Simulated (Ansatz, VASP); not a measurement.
# InSb in VASP and in Ansatz

```
In Sb
1.0
     0.00000    3.24461    2.75792
     3.24461    0.00000    2.75792
     3.24461    3.24461    0.00000
In Sb
1 1
Direct
  0.00000 0.00000 0.00000
  0.50000 0.50000 0.50000
```

Alike in both runs: task single point; functional r2SCAN; k mesh 6 × 6 × 6; occupations gaussian, width 0.15 eV; no spin polarisation.

|  | VASP | Ansatz |
| --- | --- | --- |
| version | VASP 6.6.1 | Ansatz 0.2.0 |
| potentials or method | VASP PAW PBE potentials, release 64 (In_d, Sb), cutoff 520 eV | scalar-relativistic, plane waves, PAW |
| valence electrons in the cell | 18 | 28 |

|  | VASP | Ansatz | Ansatz less VASP |
| --- | --- | --- | --- |
| gap on the k mesh at the Fermi level (eV) | none | none | - |
| pressure (GPa) | 1.9 | 1.9 | -0.04 |
| traceless stress, the component that is largest in VASP (GPa) | 13.07 | 13.03 | -0.045 |

VASP's potentials were made for PBE, not for r2SCAN. A gap of «none» marks a metal or a gap that the smearing closes. The functional is the same, so the differences come from potentials, cutoffs and numerics. VASP's potentials hold 18 valence electrons a cell and Ansatz's 28, so a difference there can come from the potentials and not from the codes.

Spin-orbit coupling is off throughout.
